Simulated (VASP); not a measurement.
A run of VASP 6.6.1 is set up as follows.

The input INCAR:

```
SYSTEM = CdS
  ALGO = Normal
  EDIFF = 1E-6
  ENCUT = 520
  GGA = PS
  ISIF = 2
  ISMEAR = -1
  LASPH = .TRUE.
  LCHARG = .FALSE.
  LREAL = .FALSE.
  LWAVE = .FALSE.
  NBANDS = 26
  NELM = 80
  PREC = Accurate
  SIGMA = 0.01
```

File KPOINTS:

```
k-points
0
G
  7 7 4
  0 0 0
```

File POSCAR:

```
CdS
1.0
    4.1347992034     -0.0413479920     -0.0413479920
   -2.1032080132      3.6015151457     -0.0151344155
   -0.0674900000     -0.0674900000      6.7490000000
Cd S
2 2
Direct
    0.3333333333      0.6666666667      0.0000000000
    0.6666666667      0.3333333333      0.5000000000
    0.3333333333      0.6666666667      0.3850000000
    0.6666666667      0.3333333333      0.8850000000
```

Potentials or basis: VASP PAW PBE potentials, release 64 (Cd, S).

The run is started by

```console
$ cat potpaw_PBE.64/Cd/POTCAR potpaw_PBE.64/S/POTCAR > POTCAR
$ mpirun -np 1 vasp_std > vasp.out
```

Q: Predict the pressure.

A: -0.1 GPa.

Q: What does it give for the largest force?

A: 0.367 eV/Å.

Q: Estimate the band gap on the k mesh.

A: 1.04 eV.

Stress tensor (GPa, compression positive):
```
 0.60  0.87  0.49
 0.87  0.58  0.49
 0.49  0.49 -1.57
```

Caveat: the cell differs from its parent crystal (equal xy, yz and zx shear strains of -2 %); the PAW data sets were made with another functional, which shifts forces and pressure a little.
